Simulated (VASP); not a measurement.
Here is a VASP 6.6.1 calculation.

Contents of INCAR:

```
ALGO = Normal
EDIFF = 1E-7
EDIFFG = -0.01
ENCUT = 600
GGA = PE
IBRION = 2
ISIF = 3
ISMEAR = -1
LASPH = T
LCHARG = F
LREAL = F
LWAVE = F
NELM = 80
NSW = 60
PREC = Accurate
PSTRESS = 50.0
SIGMA = 0.05
```

KPOINTS

```
k-points
0
Gamma
  8 8 8
```

File POSCAR:

```
TiSn
1.0
    0.0000000000      2.8005500000      2.8005500000
    2.8005500000      0.0000000000      2.8005500000
    2.8005500000      2.8005500000      0.0000000000
Ti Sn
1 1
Direct
    0.0000000000      0.0000000000      0.0000000000
    0.5000000000      0.5000000000      0.5000000000
```

Potentials or basis: VASP PAW PBE potentials, release 64 (Ti_sv, Sn_d).

Launch:

```sh
$ cat potpaw_PBE.64/Ti_sv/POTCAR potpaw_PBE.64/Sn_d/POTCAR > POTCAR
$ mpirun -np 1 vasp_std > vasp.out
```

(1) What does it give for the relaxed cell?

(2) Predict the space group after relaxing (to 0.05 Å).

(3) What does it give for the band gap on the k mesh?

(4) Predict the relaxed volume.

## Answers

(1) a = 3.891 Å, b = 3.891 Å, c = 3.891 Å, α = 60.00°, β = 60.00°, γ = 60.00°.

(2) Fm-3m (No. 225).

(3) zero (band 13 reaches 9.03 eV, above the bottom of band 14 at 8.64 eV).

(4) 20.83 Å³/atom.

Caveat: the cell is relaxed towards a set pressure, so the enthalpy falls and the energy may rise; spin-orbit coupling is left out, which moves the levels of the heavy elements.
